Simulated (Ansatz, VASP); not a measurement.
## SnTe in VASP and in Ansatz

```
Te Sn
1.0
     3.90470    0.00000    0.00000
     0.00000    3.90470    0.00000
     0.00000    0.00000    3.90470
Te Sn
1 1
Direct
  0.50000 0.50000 0.50000
  0.00000 0.00000 0.00000
```

Alike in both runs: functional BLYP; k mesh 7 × 7 × 7; occupations fermi-dirac, width 0.05 eV; no spin polarisation.

```csv
,VASP,Ansatz
version,VASP 6.6.1,Ansatz 0.2.0
potentials or method,"VASP PAW PBE potentials, release 64 (Te, Sn_d)",Ansatz PAW
plane-wave cutoff (eV),520,420
valence electrons in the cell,20,30
task,single point,band structure
```

|  | VASP | Ansatz | Ansatz less VASP |
| --- | --- | --- | --- |
| gap on the k mesh at the Fermi level (eV) | none | none | - |
| pressure (GPa) | 3.9 | 3.9 | 0.00 |

VASP's potentials were made for PBE, not for BLYP. A gap of «none» marks a metal or a gap that the smearing closes. The functional is the same, so the differences come from potentials, cutoffs and numerics. VASP's potentials hold 20 valence electrons a cell and Ansatz's 30, so a difference there can come from the potentials and not from the codes.

Neither program's run includes spin-orbit coupling.
